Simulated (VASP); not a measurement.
# BeS (F-43m) in VASP: further runs, part 2 of 2

VASP 6.6.1. Earlier steps stand in the parts before.

## (4) Vibrations by perturbation theory, PBEsol

This run uses another cell than the first one, of 14.15 Å³/atom, 1.031 times its volume.

Input file INCAR:

```
  ALGO = Normal
  EDIFF = 1E-8
  ENCUT = 520
  GGA = PS
  IBRION = 8
  ISIF = 2
  ISMEAR = 0
  LASPH = True
  LCHARG = True
  LEPSILON = True
  LREAL = False
  LWAVE = False
  NBANDS = 11
  NELM = 100
  NSW = 1
  PREC = Accurate
  SIGMA = 0.01
```

Input file KPOINTS:

```
k-points
0
Gamma
  8 8 8
```

Input file POSCAR:

```
BeS
1.0
    0.0000000000      2.4189631388      2.4189631388
    2.4189631388      0.0000000000      2.4189631388
    2.4189631388      2.4189631388      0.0000000000
Be S
1 1
Direct
    0.0000000000      0.0000000000      0.0000000000
    0.7500000000      0.7500000000      0.7500000000
```

Potentials or basis: VASP PAW PBE potentials, release 64 (Be, S).

Launch:

```bash
cat potpaw_PBE.64/Be/POTCAR potpaw_PBE.64/S/POTCAR > POTCAR
mpirun -np 1 vasp_std > vasp.out
```

OUTCAR:

```text
EDIFF = 1E-8
   ENCUT = 520
   GGA = PS
   IBRION = 8
   ISIF = 2
   ISMEAR = 0
   LASPH = True
   LEPSILON = True
   LREAL = False
   NELM = 100
   NSW = 1
   PREC = Accurate

 ion  position               nearest neighbor table
   1  0.000  0.000  0.000-   2 2.09   2 2.09   2 2.09   2 2.09
   2  0.750  0.750  0.750-   1 2.09   1 2.09   1 2.09   1 2.09

  LATTYP: Found a face centered cubic cell.
 ALAT       =     4.8379262776

  Lattice vectors:

 A1 = (   0.0000000000,   2.4189631388,   2.4189631388)
 A2 = (   2.4189631388,   0.0000000000,   2.4189631388)
 A3 = (   2.4189631388,   2.4189631388,   0.0000000000)

Analysis of symmetry for initial positions (statically):
=====================================================================
 Subroutine PRICEL returns:
 Original cell was already a primitive cell.

 Routine SETGRP: Setting up the symmetry group for a
 face centered cubic supercell.

 Subroutine GETGRP returns: Found 24 space group operations
 (whereof 24 operations were pure point group operations)
 out of a pool of 48 trial point group operations.

The static configuration has the point symmetry T_d .

Analysis of symmetry for dynamics (positions and initial velocities):
=====================================================================
 Subroutine PRICEL returns:
 Original cell was already a primitive cell.

 Routine SETGRP: Setting up the symmetry group for a
 face centered cubic supercell.

 Subroutine GETGRP returns: Found 24 space group operations
[... 595 lines left out ...]
          XX          YY          ZZ          XY          YZ          ZX
  --------------------------------------------------------------------------------
  x     0.00000     0.00000     0.00000     0.00000     0.63919     0.00000
  y     0.00000     0.00000    -0.00000     0.00000     0.00000     0.63919
  z     0.00000    -0.00000     0.00000     0.63919     0.00000     0.00000

 BORN EFFECTIVE CHARGES (including local field effects) (in |e|, cummulative output)
 ---------------------------------------------------------------------------------
 ion    1
    1     1.59385     0.00000     0.00000
    2     0.00000     1.59385    -0.00000
    3    -0.00000    -0.00000     1.59385
 ion    2
    1    -1.59385    -0.00000    -0.00000
    2    -0.00000    -1.59385     0.00000
    3     0.00000     0.00000    -1.59385

 INTERNAL STRAIN TENSOR FOR ION    2 for displacements in x,y,z  (eV/Angst):
          X           Y           Z          XY          YZ          ZX
  --------------------------------------------------------------------------------
  x     0.00000    -0.00000    -0.00000     0.00000     4.75849     0.00000
  y     0.00000     0.00000     0.00000     0.00000     0.00000     4.75849
  z    -0.00000     0.00000     0.00000     4.75849     0.00000     0.00000

 SECOND DERIVATIVES (NOT SYMMETRIZED)
 ------------------------------------
               1X          1Y          1Z          2X          2Y          2Z
  1X    -8.624128    0.000000    0.000000    8.624128    0.000000    0.000000
  1Y     0.000000   -8.624128    0.000000    0.000000    8.624128    0.000000
  1Z     0.000000    0.000000   -8.624128    0.000000    0.000000    8.624128
  2X     8.619682    0.000000    0.000000   -8.619682    0.000000    0.000000
  2Y     0.000000    8.619682    0.000000    0.000000   -8.619682    0.000000
  2Z     0.000000    0.000000    8.619682    0.000000    0.000000   -8.619682

 Eigenvectors and eigenvalues of the dynamical matrix
 ----------------------------------------------------

   1 f  =   17.307591 THz   108.746801 2PiTHz  577.319091 cm-1    71.578412 meV
             X         Y         Z           dx          dy          dz
      0.000000  0.000000  0.000000     0.000000    0.883562    0.000000
      3.628445  3.628445  3.628445    -0.000000   -0.468314    0.000000
[... 21 lines left out ...]
   6 f/i=    0.001847 THz     0.011602 2PiTHz    0.061594 cm-1     0.007637 meV
             X         Y         Z           dx          dy          dz
      0.000000  0.000000  0.000000     0.334677   -0.327582    0.000000
      3.628445  3.628445  3.628445     0.631430   -0.618044    0.000000

--------------------------------------------------------------------------------------------------------

 MACROSCOPIC STATIC DIELECTRIC TENSOR IONIC CONTRIBUTION
 ------------------------------------------------------
           1.883398     0.000000     0.000000
           0.000000     1.883398    -0.000000
           0.000000    -0.000000     1.883398
 ------------------------------------------------------

 ELASTIC MODULI CONTR FROM IONIC RELAXATION (kBar)
 Direction    XX          YY          ZZ          XY          YZ          ZX
 --------------------------------------------------------------------------------
 XX          -0.0000      0.0000      0.0000      0.0000     -0.0000     -0.0000
 YY           0.0000     -0.0000     -0.0000     -0.0000      0.0000      0.0000
 ZZ           0.0000     -0.0000     -0.0000     -0.0000      0.0000     -0.0000
 XY           0.0000     -0.0000     -0.0000   -150.5897      0.0000      0.0000
 YZ          -0.0000      0.0000      0.0000      0.0000   -150.5897      0.0000
 ZX          -0.0000      0.0000     -0.0000      0.0000      0.0000   -150.5897
 --------------------------------------------------------------------------------

 PIEZOELECTRIC TENSOR IONIC CONTR  for field in x, y, z        (C/m^2)
          XX          YY          ZZ          XY          YZ          ZX
  --------------------------------------------------------------------------------
  x    -0.00000     0.00000     0.00000    -0.00000    -0.50112    -0.00000
  y    -0.00000     0.00000    -0.00000     0.00000    -0.00000    -0.50112
  z     0.00000    -0.00000    -0.00000    -0.50112     0.00000     0.00000
```

Wall time 2.9 min (1 thread of Intel Xeon Platinum 8375C at 2.90GHz (Ice Lake), shared host); peak memory 0.22 GiB.

Results:

| Quantity | Value |
| --- | --- |
| Electronic dielectric tensor (diagonal) | 5.42 |
| Born charges (mean of the diagonal) | Be +1.59; S -1.59 e |
| Highest phonon frequency at Γ, LO-TO splitting left out | 577 cm⁻¹ |

Phonon frequencies in cm⁻¹ (negative: imaginary):
```csv
q point,frequencies
"(0.000, 0.000, 0.000)",0 0 0 577 577 577
```

Electronic dielectric tensor:
```
5.42 0.00 0.00
0.00 5.42 0.00
0.00 0.00 5.42
```

Born effective charge tensors (e):
atom 1, Be
```
1.59 0.00 0.00
0.00 1.59 0.00
0.00 0.00 1.59
```
atom 2, S
```
-1.59  0.00  0.00
 0.00 -1.59  0.00
 0.00  0.00 -1.59
```

Caveat: the PAW data sets were made with another functional, which shifts forces and pressure a little.

## (5) Vibrations by perturbation theory, PBEsol (volume scaled by 1.030)

Input file INCAR:

```
SYSTEM = BeS
PREC = Accurate ; ENCUT = 520
EDIFF = 1E-8 ; ISMEAR = 0
SIGMA = 0.01 ; LREAL = .FALSE.
LASPH = .TRUE. ; NELM = 80
ALGO = Normal ; ISIF = 2
LWAVE = .FALSE. ; LCHARG = .FALSE.
GGA = PS ; IBRION = 8
NSW = 1
```

Input file KPOINTS:

```
Automatic mesh
0
G
  8 8 8
  0 0 0
```

Input file POSCAR:

```
BeS
1.0
    0.0000000000      2.4429148266      2.4429148266
    2.4429148266      0.0000000000      2.4429148266
    2.4429148266      2.4429148266      0.0000000000
Be S
1 1
Direct
    0.0000000000      0.0000000000      0.0000000000
    0.7500000000      0.7500000000      0.7500000000
```

Potentials or basis: VASP PAW PBE potentials, release 64 (Be, S).

Launch:

```bash
cat potpaw_PBE.64/Be/POTCAR potpaw_PBE.64/S/POTCAR > POTCAR
mpirun -np 1 vasp_std > vasp.out
```

OUTCAR:

```text
SYSTEM = BeS
   PREC = Accurate
   ENCUT = 520
   EDIFF = 1E-8
   ISMEAR = 0
   LREAL = .FALSE.
   LASPH = .TRUE.
   NELM = 80
   ISIF = 2
   GGA = PS
   IBRION = 8
   NSW = 1

 ion  position               nearest neighbor table
   1  0.000  0.000  0.000-   2 2.12   2 2.12   2 2.12   2 2.12
   2  0.750  0.750  0.750-   1 2.12   1 2.12   1 2.12   1 2.12

  LATTYP: Found a face centered cubic cell.
 ALAT       =     4.8858296532

  Lattice vectors:

 A1 = (   0.0000000000,   2.4429148266,   2.4429148266)
 A2 = (   2.4429148266,   0.0000000000,   2.4429148266)
 A3 = (   2.4429148266,   2.4429148266,   0.0000000000)

Analysis of symmetry for initial positions (statically):
=====================================================================
 Subroutine PRICEL returns:
 Original cell was already a primitive cell.

 Routine SETGRP: Setting up the symmetry group for a
 face centered cubic supercell.

 Subroutine GETGRP returns: Found 24 space group operations
 (whereof 24 operations were pure point group operations)
 out of a pool of 48 trial point group operations.

The static configuration has the point symmetry T_d .

Analysis of symmetry for dynamics (positions and initial velocities):
=====================================================================
 Subroutine PRICEL returns:
 Original cell was already a primitive cell.

 Routine SETGRP: Setting up the symmetry group for a
 face centered cubic supercell.

 Subroutine GETGRP returns: Found 24 space group operations
 (whereof 24 operations were pure point group operations)
[... 450 lines left out ...]
    total drift:                                0.000000      0.000000      0.000000

  FREE ENERGIE OF THE ION-ELECTRON SYSTEM (eV)
  ---------------------------------------------------
  free  energy   TOTEN  =       -10.5577732047 eV

  energy  without entropy=      -10.5577732047  energy(sigma->0) =      -10.55777320

[... ionic steps 2 to 3 ...]

--------------------------------------- Ionic step        4  -------------------------------------------

------------------------ aborting loop because EDIFF is reached ----------------------------------------

[... ionic steps 5 to 6 ...]

--------------------------------------- Ionic step        7  -------------------------------------------

 Free energy of the ion-electron system (eV)
  ---------------------------------------------------
  ---------------------------------------------------
  free energy    TOTEN  =        -0.10214107 eV

  energy without entropy =       -0.10214107

------------------------ aborting loop because EDIFF is reached ----------------------------------------

 INTERNAL STRAIN TENSOR  FOR ION    2  DIRECTION 1   (eV/Angst):
 -----------------------------------------------------------------------------
    -0.00623  0.00000  0.00000
     0.00000  0.00703  3.86911
     0.00000  3.86911  0.00703

 INTERNAL STRAIN TENSOR FOR ION    2 for displacements in x,y,z  (eV/Angst):
          X           Y           Z          XY          YZ          ZX
  --------------------------------------------------------------------------------
  x     0.00000     0.00000     0.00000     0.00000     3.86911     0.00000
  y     0.00000     0.00000     0.00000     0.00000     0.00000     3.86911
  z     0.00000     0.00000     0.00000     3.86911     0.00000     0.00000

 SECOND DERIVATIVES (NOT SYMMETRIZED)
 ------------------------------------
               1X          1Y          1Z          2X          2Y          2Z
  1X    -7.921312    0.000000    0.000000    7.921312    0.000000    0.000000
  1Y     0.000000   -7.921312    0.000000    0.000000    7.921312    0.000000
  1Z     0.000000    0.000000   -7.921312    0.000000    0.000000    7.921312
  2X     7.915733    0.000000    0.000000   -7.915733    0.000000    0.000000
  2Y     0.000000    7.915733    0.000000    0.000000   -7.915733    0.000000
  2Z     0.000000    0.000000    7.915733    0.000000    0.000000   -7.915733

 Eigenvectors and eigenvalues of the dynamical matrix
 ----------------------------------------------------

   1 f  =   16.587028 THz   104.219371 2PiTHz  553.283698 cm-1    68.598405 meV
             X         Y         Z           dx          dy          dz
      0.000000  0.000000  0.000000     0.000000    0.883580    0.000000
      3.664372  3.664372  3.664372     0.000000   -0.468280    0.000000
[... 21 lines left out ...]
   6 f/i=    0.002418 THz     0.015192 2PiTHz    0.080651 cm-1     0.009999 meV
             X         Y         Z           dx          dy          dz
      0.000000  0.000000  0.000000     0.000000    0.000000   -0.468280
      3.664372  3.664372  3.664372     0.000000    0.000000   -0.883580

--------------------------------------------------------------------------------------------------------

 ELASTIC MODULI CONTR FROM IONIC RELAXATION (kBar)
 Direction    XX          YY          ZZ          XY          YZ          ZX
 --------------------------------------------------------------------------------
 XX          -0.0000     -0.0000      0.0000      0.0000     -0.0000     -0.0000
 YY          -0.0000     -0.0000     -0.0000      0.0000      0.0000     -0.0000
 ZZ           0.0000     -0.0000     -0.0000     -0.0000      0.0000     -0.0000
 XY           0.0000      0.0000     -0.0000   -105.4879     -0.0000      0.0000
 YZ          -0.0000      0.0000      0.0000     -0.0000   -105.4879      0.0000
 ZX          -0.0000     -0.0000     -0.0000      0.0000      0.0000   -105.4879
 --------------------------------------------------------------------------------
```

Wall time 54 s (1 thread of Intel Xeon Platinum 8375C at 2.90GHz (Ice Lake), shared host); peak memory 0.21 GiB.

Results:

```
Highest phonon frequency at Γ, LO-TO splitting left out : 553 cm⁻¹
```

Phonon frequencies in cm⁻¹ (negative: imaginary):
```
              q point        frequencies
(0.000, 0.000, 0.000)  0 0 0 553 553 553
```

Caveat: the cell differs from its parent crystal (volume scaled by 1.030); the cell wasn't relaxed at this level first, which shifts response properties; the PAW data sets were made with another functional, which shifts forces and pressure a little.
